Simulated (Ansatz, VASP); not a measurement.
One calculation of Os, two programs

File POSCAR:

```
Os
1.0
    4.2920416892      0.0000000000      0.0000000000
   -2.1460208446      3.7170171370      0.0000000000
    0.0000000000      0.0000000000      2.6310215555
Os
3
Direct
    0.0000000000      0.0000000000      0.0000000000
    0.3333333333      0.6666666667      0.5000000000
    0.6666666667      0.3333333333      0.5000000000
```

File INCAR.step1:

```
  PREC = Accurate
  ENCUT = 600
  ISMEAR = -1
  SIGMA = 0.1
  LREAL = False
  LASPH = True
  NELM = 100
  GGA = PE
  ALGO = Normal
  EDIFF = 1E-4
  LWAVE = True
  LCHARG = False
```

File INCAR.step2:

```
  PREC = Accurate
  ENCUT = 600
  EDIFF = 1E-7
  ISMEAR = -1
  SIGMA = 0.1
  LREAL = False
  LASPH = True
  NELM = 100
  ALGO = Normal
  ISIF = 3
  LWAVE = False
  LCHARG = False
  METAGGA = R2SCAN
  LMIXTAU = True
  IBRION = 2
  NSW = 80
  EDIFFG = -0.01
  ISTART = 1
```

KPOINTS

```
regular mesh
0
Gamma
  9 9 12
```

Input for Ansatz:

```yaml
crystal:
  lattice:
    - [4.2920416892, 0.0, 0.0]
    - [-2.1460208446, 3.717017137, 0.0]
    - [0.0, 0.0, 2.6310215555]
  atoms:
    - { symbol: Os, position: [0.0, 0.0, 0.0] }
    - { symbol: Os, position: [0.3333333333, 0.6666666667, 0.5] }
    - { symbol: Os, position: [0.6666666667, 0.3333333333, 0.5] }
hamiltonian:
  xc: r2scan
  pseudopotentials:
    kind: paw
    azcp:
      Os: "pseudopotentials/Os.paw.azcp"
basis:
  ecutwfc: 500
  fft_grid_basis: typed
kpoints:
  mp_grid: { grid: [9, 9, 12], shift: [0, 0, 0] }
magnetization:
  spin_polarized: false
scf:
  occupations: { method: fermi_dirac, width: 0.1 }
relax:
  max_steps: 60
  f_tol: 0.01
  cell: {}
```

Alike in both runs: task relaxation of cell and atoms; functional r2SCAN; k mesh 9 × 9 × 12; occupations fermi-dirac, width 0.1 eV; no spin polarisation.

```csv
,VASP,Ansatz
version,VASP 6.6.1,Ansatz 0.2.0
potentials or method,"VASP PAW PBE potentials, release 64 (Os), cutoff 600 eV","plane waves (500 eV) with PAW, scalar-relativistic"
valence electrons in the cell,24,48
```

```tsv
	VASP	Ansatz	Ansatz less VASP
relaxed volume (Å³/atom)	14.44	14.41	-0.030
relaxed length of the cell vector where the two differ most in proportion (Å)	2.707	2.704	-0.0026
```

VASP's potentials were made for PBE, not for r2SCAN. VASP's potentials hold 24 valence electrons a cell and Ansatz's 48, so a difference there can come from the potentials and not from the codes.

Spin-orbit coupling is off throughout.
